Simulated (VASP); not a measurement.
# AlGa3N4 (Cm) in VASP: single point with r2SCAN

Aim: the single point of AlGa3N4 with r2SCAN.

All numbers are computed with VASP 6.6.1; they aren't measurements. Logs are shortened: lines on timing, memory, paths and dates and some standing lists are left out, and cuts for length are marked.

### 1 The cell of the first run

Symmetry: Cm, No. 8, monoclinic system. The conventional cell has a = 6.315 Å, b = 6.315 Å, c = 9.310 Å, α = 90.00°, β = 106.42°, γ = 90.00°. Within 2.5 Å of Al (site symmetry m) lie 4 N at 1.89 Å. Within 2.5 Å of Al (site symmetry m) lie 4 N at 1.89 Å. Within 2.1 Å of Ga (site symmetry 1) lie 3 N at 1.55 to 1.95 Å. Ga (site symmetry 1) has 4 N at 1.95 Å within 2.6 Å. Within 2.6 Å of Ga (site symmetry m) lie 4 N at 1.95 Å. Ga (site symmetry m) has 4 N at 1.95 Å within 2.6 Å. Within 2.5 Å of N (site symmetry m) lie 1 Al at 1.89 Å and 3 Ga at 1.95 Å. N (site symmetry m) has 1 Al at 1.89 Å and 3 Ga at 1.95 Å within 2.5 Å.

### 2 Single point, r2SCAN

POSCAR reads:

```
AlGa3N4
1.0
    0.0000000000     -4.4653444451      0.0000000000
    0.0000000000      0.0000000000     -4.4653444451
    8.9306888901     -1.8607090303      1.8607090303
Al Ga N
2 6 8
Direct
   -0.3391312950      0.3391312950      0.8138500000
   -0.1307812950      0.1307812950      0.3138500000
    0.4733937050      0.0266062950      0.0638500000
    0.2650437050      0.2349562950      0.5638500000
   -0.0266062950      0.5266062950      0.0638500000
   -0.2349562950      0.7349562950      0.5638500000
    0.1608687050      0.8391312950      0.8138500000
    0.3692187050      0.6307812950      0.3138500000
    0.1648402576      0.8351597424      0.1915255275
   -0.0435097424      1.0435097424      0.6915255275
    0.6755423678      0.3244576322      0.1915255275
    0.4671923678      0.5328076322      0.6915255275
   -0.1454549578      0.6347528476      0.9361744725
    0.0628950422      0.4264028476      0.4361744725
    0.3652471524      1.1454549578      0.9361744725
    0.5735971524      0.9371049578      0.4361744725
```

INCAR.step1 reads:

```
PREC     = Accurate       # precision mode
ENCUT    = 520            # plane-wave cutoff, eV
ISMEAR   = 0              # smearing method
SIGMA    = 0.05           # smearing width, eV
LREAL    = Auto         
LASPH    = True           # aspherical terms in the spheres
NELM     = 80             # most SCF steps
NBANDS   = 76             # bands
GGA      = PE             # functional
ALGO     = Normal         # electronic algorithm
EDIFF    = 1E-4           # SCF threshold, eV
LWAVE    = True           # write WAVECAR
LCHARG   = False          # write CHGCAR
```

INCAR.step2 reads:

```
PREC     = Accurate       # precision mode
ENCUT    = 520            # plane-wave cutoff, eV
EDIFF    = 1E-6           # SCF threshold, eV
ISMEAR   = 0              # smearing method
SIGMA    = 0.05           # smearing width, eV
LREAL    = Auto         
LASPH    = True           # aspherical terms in the spheres
NELM     = 80             # most SCF steps
ALGO     = Normal         # electronic algorithm
ISIF     = 2              # what is computed and relaxed
LWAVE    = False          # write WAVECAR
LCHARG   = False          # write CHGCAR
METAGGA  = R2SCAN         # meta-GGA
LMIXTAU  = True         
NBANDS   = 76             # bands
ISTART   = 1
```

KPOINTS reads:

```
Automatic mesh
0
Gamma
  5 5 3
```

Potentials or basis: VASP PAW PBE potentials, release 64 (Al, Ga_d, N).

Command:

```
> cat potpaw_PBE.64/Al/POTCAR potpaw_PBE.64/Ga_d/POTCAR potpaw_PBE.64/N/POTCAR > POTCAR
> cp INCAR.step1 INCAR
> mpirun -np 1 vasp_std > vasp.out
> cp INCAR.step2 INCAR
> mpirun -np 1 vasp_std > vasp.out
```

OUTCAR:

```text
PREC = Accurate
   ENCUT = 520
   EDIFF = 1E-6
   ISMEAR = 0
   LREAL = Auto
   LASPH = True
   NELM = 80
   ISIF = 2
   METAGGA = R2SCAN
   ISTART = 1

 ion  position               nearest neighbor table
   1  0.661  0.339  0.814-  12 1.89  13 1.89  15 1.89  10 1.89   3 2.93   5 2.93
   2  0.869  0.131  0.314-  11 1.89  14 1.89  16 1.89   9 1.89
   3  0.473  0.027  0.064-  15 1.55   9 1.95  11 1.95   1 2.93
   4  0.265  0.235  0.564-  16 1.95  10 1.95  12 1.95  14 1.95
   5  0.973  0.527  0.064-  13 1.55   9 1.95  11 1.95   1 2.93
   6  0.765  0.735  0.564-  14 1.95  10 1.95  12 1.95  16 1.95
   7  0.161  0.839  0.814-  10 1.95  13 1.95  15 1.95  12 1.95
   8  0.369  0.631  0.314-   9 1.95  14 1.95  16 1.95  11 1.95
   9  0.165  0.835  0.192-   2 1.89   3 1.95   5 1.95   8 1.95
  10  0.956  0.044  0.692-   1 1.89   4 1.95   6 1.95   7 1.95
  11  0.676  0.324  0.192-   2 1.89   3 1.95   5 1.95   8 1.95
  12  0.467  0.533  0.692-   1 1.89   4 1.95   6 1.95   7 1.95
  13  0.855  0.635  0.936-   5 1.55   1 1.89   7 1.95
  14  0.063  0.426  0.436-   2 1.89   6 1.95   4 1.95   8 1.95
  15  0.365  0.145  0.936-   3 1.55   1 1.89   7 1.95
  16  0.574  0.937  0.436-   2 1.89   4 1.95   6 1.95   8 1.95

  LATTYP: Found a base centered monoclinic cell.
 ALAT       =     6.3149506749
 B/A-ratio  =     1.0000000000
 C/A-ratio  =     1.4743265886
 COS(beta)  =    -0.2826375128

  Lattice vectors:

 A1 = (   0.0000000000,   0.0000000000,  -4.4653444451)
 A2 = (   0.0000000000,   4.4653444451,   0.0000000000)
 A3 = (   8.9306888901,  -1.8607090303,   1.8607090303)

Analysis of symmetry for initial positions (statically):
=====================================================================
 Subroutine PRICEL returns:
 Original cell was already a primitive cell.

 Routine SETGRP: Setting up the symmetry group for a
 base centered monoclinic supercell.

 Subroutine GETGRP returns: Found  2 space group operations
 (whereof  2 operations were pure point group operations)
 out of a pool of  4 trial point group operations.

The static configuration has the point symmetry C_1h.

Analysis of symmetry for dynamics (positions and initial velocities):
=====================================================================
 Subroutine PRICEL returns:
 Original cell was already a primitive cell.

 Routine SETGRP: Setting up the symmetry group for a
 base centered monoclinic supercell.

 Subroutine GETGRP returns: Found  2 space group operations
 (whereof  2 operations were pure point group operations)
 out of a pool of  4 trial point group operations.

The dynamic configuration has the point symmetry C_1h.

 Subroutine INISYM returns: Found  2 space group operations
 (whereof  2 operations are pure point group operations),
 and found     1 'primitive' translations

----------------------------------------------------------------------------------------

                                     Primitive cell

  volume of cell :     178.0717

  direct lattice vectors                    reciprocal lattice vectors
     0.000000000 -4.465344445  0.000000000    -0.046659334 -0.223946890  0.000000000
     0.000000000  0.000000000 -4.465344445     0.046659334  0.000000000 -0.223946890
     8.930688890 -1.860709030  1.860709030     0.111973445  0.000000000  0.000000000

  length of vectors
     4.465344445  4.465344445  9.310299686     0.228755990  0.228755990  0.111973445

  position of ions in fractional coordinates (direct lattice)
     0.660868705  0.339131295  0.813850000
     0.869218705  0.130781295  0.313850000
     0.473393705  0.026606295  0.063850000
     0.265043705  0.234956295  0.563850000
     0.973393705  0.526606295  0.063850000
     0.765043705  0.734956295  0.563850000
[... 8 lines left out ...]
     0.365247152  0.145454958  0.936174472
     0.573597152  0.937104958  0.436174472

  ion indices of the primitive-cell ions
   primitive index   ion index
                 1           1
                 2           2
                 3           3
                 4           4
                 5           5
                 6           6
[... 8 lines left out ...]
                15          15
                16          16

----------------------------------------------------------------------------------------

 KPOINTS: Automatic mesh

Automatic generation of k-mesh.
 Grid dimensions read from file:
 generate k-points for:    5    5    3

 Generating k-lattice:

  Cartesian coordinates                     Fractional coordinates (reciprocal lattice)
    -0.009331867 -0.044789378  0.000000000     0.200000000  0.000000000 -0.000000000
     0.009331867  0.000000000 -0.044789378     0.000000000  0.200000000  0.000000000
     0.037324482  0.000000000  0.000000000     0.000000000  0.000000000  0.333333333

  Length of vectors
     0.045751198  0.045751198  0.037324482

  Shift w.r.t. Gamma in fractional coordinates (k-lattice)
     0.000000000  0.000000000  0.000000000

 Subroutine IBZKPT returns following result:
 ===========================================

 Found     24 irreducible k-points:

 Following reciprocal coordinates:
            Coordinates               Weight
  0.000000  0.000000  0.000000      1.000000
  0.200000  0.000000 -0.000000      4.000000
  0.400000  0.000000  0.000000      4.000000
  0.200000  0.200000  0.000000      2.000000
  0.400000  0.200000  0.000000      4.000000
 -0.400000  0.200000  0.000000      4.000000
[... 16 lines left out ...]
  0.400000 -0.400000  0.333333      2.000000
  0.200000 -0.200000  0.333333      2.000000
   k-points           NKPTS =     24   k-points in BZ     NKDIM =     24   number of bands    NBANDS=     76
   number of dos      NEDOS =    301   number of ions     NIONS =     16
   total plane-waves  NPLWV =  90720
   dimension x,y,z NGX =    36 NGY =   36 NGZ =   70
   dimension x,y,z NGXF=    72 NGYF=   72 NGZF=  140
   ions per type =               2   6   8
   NGX,Y,Z   is equivalent  to a cutoff of  13.40, 13.40, 12.50 a.u.
   NGXF,Y,Z  is equivalent  to a cutoff of  26.81, 26.81, 25.00 a.u.
 SYSTEM =  unknown system
   PREC   = accura    normal or accurate (medium, high low for compatibility)
   ISTART =      1    job   : 0-new  1-cont  2-samecut
   ICHARG =      0    charge: 1-file 2-atom 10-const
   ISPIN  =      1    spin polarized calculation?
   LNONCOLLINEAR =      F non collinear calculations
   LSORBIT =      F    spin-orbit coupling
   LASPH  =      T    aspherical Exc in radial PAW
   ENCUT  =  520.0 eV  38.22 Ry    6.18 a.u.   8.30  8.30 17.31*2*pi/ulx,y,z
   NELM   =     80;   NELMIN=  2; NELMDL=  0     # of ELM steps
   EDIFF  = 0.1E-05   stopping-criterion for ELM
   LREAL  =      T    real-space projection
   EDIFFG = 0.1E-04   stopping-criterion for IOM
   NSW    =      0    number of steps for IOM
   IBRION =     -1    ionic relax: 0-MD 1-quasi-New 2-CG
   NFREE  =      0    steps in history (QN), initial steepest desc. (CG)
   ISIF   =      2    stress and relaxation
   ISYM   =      2    0-nonsym 1-usesym 2-fastsym
   POTIM  = 0.5000    time-step for ionic-motion
   TEBEG  =    0.0;   TEEND  =   0.0 temperature during run
   PSTRESS=    0.0 pullay stress
   NELECT =     124.0000    total number of electrons
   NUPDOWN=      -1.0000    fix difference up-down
   EMIN   =  10.00;   EMAX   =-10.00  energy-range for DOS
   EFERMI =   0.00;   METHOD = LEGACY
   ISMEAR =     0;   SIGMA  =   0.05  broadening in eV -4-tet -1-fermi 0-gaus
   EFERMI_NEDOS =   21; number of points for ismear=-14 and -15
   IALGO  =     38    algorithm
   IMIX   =      4    mixing-type and parameters
     AMIX     =   0.40;   BMIX     =  1.00
     AMIX_MAG =   1.60;   BMIX_MAG =  1.00
  volume/ion in A,a.u.               =      11.13        75.11
  Fermi-wavevector in a.u.,A,eV,Ry     =   1.451055  2.742096 28.647877  2.105560
  Thomas-Fermi vector in A             =   2.568596
   LORBIT       =      0    0 simple, 1 ext, 2 COOP (PROOUT), +10 PAW based schemes
   METAGGA = R2SCAN    functional components
   LHFCALC =     F    Hartree Fock is set to
   AEXX    =    0.0000 exact exchange contribution
   IVDW    =     0    specifies the selected vdW correction
   LEPSILON=     F    determine dielectric tensor
   LRPA    =     F    only Hartree local field effects (RPA)
 non-spin polarized calculation
 Gauss-broadening in eV      SIGMA  =   0.05
  energy-cutoff  :      520.00
  volume of cell :      178.07
 maximum number of plane-waves:      4837
 NGX is ok and might be reduce to    36
   NGX = 17   NGY = 17   NGZ = 35

 number of electron     124.0000034 magnetization

 Free energy of the ion-electron system (eV)
  ---------------------------------------------------
  ext. energy  EPLUGINS =         0.00000000
  ---------------------------------------------------
  free energy    TOTEN  =      -165.49222013 eV

  energy without entropy =     -165.49222013  energy(sigma->0) =     -165.49222013

 E-fermi :   5.5207     XC(G=0): -12.3498

 val. band max:        5.2265794605   @ k =   0.0000   0.0000   0.0000
 cond. band min:       7.9047589055   @ k =   0.0000   0.0000   0.0000
 fundamental gap:      2.6781794450
 Fermi energy:         5.5206743156

 k-point     1 :       0.0000    0.0000    0.0000
  band No.  band energies     occupation
      1     -11.8952      2.00000
      2     -11.2045      2.00000
      3     -10.9431      2.00000
      4     -10.5130      2.00000
      5     -10.0585      2.00000
      6      -9.9991      2.00000
[... 66 lines left out ...]
     73      13.3518      0.00000
     74      13.5134      0.00000

 k-point     2 :       0.2000    0.0000   -0.0000
  band No.  band energies     occupation
      1     -11.7967      2.00000
      2     -11.2433      2.00000
      3     -10.8495      2.00000
      4     -10.4396      2.00000
      5     -10.0530      2.00000
      6     -10.0402      2.00000
[... 66 lines left out ...]
     73      13.6723      0.00000
     74      13.7809      0.00000

 k-point     3 :       0.4000    0.0000    0.0000
  band No.  band energies     occupation
      1     -11.5770      2.00000
      2     -11.3639      2.00000
      3     -10.5863      2.00000
      4     -10.2810      2.00000
      5     -10.2265      2.00000
      6     -10.0867      2.00000
[... 1606 lines left out ...]
     73      13.7922      0.00000
     74      13.9280      0.00000

 k-point    24 :       0.2000   -0.2000    0.3333
  band No.  band energies     occupation
      1     -11.7246      2.00000
      2     -11.2551      2.00000
      3     -10.7853      2.00000
      4     -10.3580      2.00000
      5     -10.0885      2.00000
      6     -10.0482      2.00000
[... 66 lines left out ...]
     73      13.6182      0.00000
     74      14.2544      0.00000
 [bands above 74 left out]

------------------------ aborting loop because EDIFF is reached ----------------------------------------

  FORCE on cell =-STRESS in cart. coord.  units (eV):
  Direction    XX          YY          ZZ          XY          YZ          ZX
  --------------------------------------------------------------------------------------
  -------------------------------------------------------------------------------------
  Total       22.7837954      8.1559337      8.1559337    -17.0114945     -7.8618072     17.0108074
  in kB      204.9942902     73.3819720     73.3819720   -153.0587499    -70.7356067    153.0525673
  external PRESSURE =     117.2527447 kB  Pullay stress =       0.0000000 kB

 VOLUME and BASIS-vectors are now :
 -----------------------------------------------------------------------------
  energy-cutoff  :      520.00
  volume of cell :      178.07
      direct lattice vectors                 reciprocal lattice vectors
     0.000000000 -4.465344445  0.000000000    -0.046659334 -0.223946890  0.000000000
     0.000000000  0.000000000 -4.465344445     0.046659334  0.000000000 -0.223946890
     8.930688890 -1.860709030  1.860709030     0.111973445  0.000000000  0.000000000

 POSITION                                       TOTAL-FORCE (eV/Angst)
 -----------------------------------------------------------------------------------
      7.26824     -4.46534      0.00000        -0.093683      0.275736     -0.275736
      2.80290     -4.46534      0.00000         0.090472      0.063062     -0.063062
      0.57022     -2.23267      0.00000         8.807193     -5.860929      6.193729
      5.03557     -2.23267      0.00000         0.026773      0.013195     -0.009816
      0.57022     -4.46534     -2.23267         8.807193     -6.193729      5.860929
      5.03557     -4.46534     -2.23267         0.026773      0.009816     -0.013195
[... 8 lines left out ...]
      8.36068     -3.37290      1.09244        -9.000411      5.993849     -6.641761
      3.89534     -3.37290     -3.37290        -0.080674     -0.088434      0.008138
 -----------------------------------------------------------------------------------
    total drift:                               -0.011371      0.007188     -0.007191

  FREE ENERGIE OF THE ION-ELECTRON SYSTEM (eV)
  ---------------------------------------------------
  free  energy   TOTEN  =      -165.4922201341 eV

  energy  without entropy=     -165.4922201341  energy(sigma->0) =     -165.49222013
```

It took 33 min on 1 thread of Intel Xeon 6975P-C, shared host; peak memory 0.44 GiB.

Results:

```yaml
Free_energy: -165.4922 eV
Pressure: 11.7 GPa
Largest_force: 12.690 eV/Å
Band_gap_on_the_k_mesh: 2.68 eV, direct
```

Forces in eV/Å, atoms in the order of the input:
```
Al  -0.094  0.276 -0.276
Al   0.090  0.063 -0.063
Ga   8.807 -5.861  6.194
Ga   0.027  0.013 -0.010
Ga   8.807 -6.194  5.861
Ga   0.027  0.010 -0.013
Ga  -0.168  0.274 -0.274
Ga   0.097  0.065 -0.065
N    0.233 -0.452  0.452
N    0.021  0.026 -0.026
N    0.309 -0.713  0.713
N    0.005 -0.046  0.046
N   -9.000  6.642 -5.994
N   -0.081 -0.008  0.088
N   -9.000  5.994 -6.642
N   -0.081 -0.088  0.008
```

Stress tensor (GPa, compression positive):
```
 20.50 -15.31  15.31
-15.31   7.34  -7.07
 15.31  -7.07   7.34
```

Caveat: the PAW data sets were made with another functional, which shifts forces and pressure a little. r2SCAN opens gaps a little over a GGA but as a rule still falls short of measured ones.
